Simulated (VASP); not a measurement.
Input of a VASP 6.6.1 run:

Contents of INCAR:

```
ALGO = Normal
EDIFF = 1E-6
ENCUT = 520
GGA = PE
ISIF = 2
ISMEAR = -1
LASPH = T
LCHARG = F
LREAL = F
LWAVE = F
NBANDS = 16
NELM = 100
PREC = Accurate
SIGMA = 0.02
```

Contents of KPOINTS:

```
k-points
0
Gamma
  10 8 6
```

File POSCAR:

```
SiC
1.0
    2.5765146227      0.0000000000      0.0000000000
    0.0000000000      3.3574656397      0.0000000000
    0.0000000000      0.0000000000      4.9411647945
C Si
2 2
Direct
    0.7500000000      0.0000000000      0.9125510328
    0.2500000000      0.0000000000      0.0874489672
    0.2500000000      0.5000000000      0.2924326192
    0.7500000000      0.5000000000      0.7075673808
```

Potentials or basis: VASP PAW PBE potentials, release 64 (C, Si).

Command:

```console
$ cat potpaw_PBE.64/C/POTCAR potpaw_PBE.64/Si/POTCAR > POTCAR
$ mpirun -np 1 vasp_std > vasp.out
```

Task: Predict the pressure.

Result: 2.1 GPa.

Task: What does it give for the band gap on the k mesh?

Result: Zero (bands 8 and 9 overlap by 3.82 eV).

Task: What does it give for the largest force?

Result: 0.132 eV/Å.

Forces on the atoms (eV/Å):
```
C    0.000  0.000  0.132
C    0.000  0.000 -0.132
Si   0.000  0.000 -0.088
Si   0.000  0.000  0.088
```
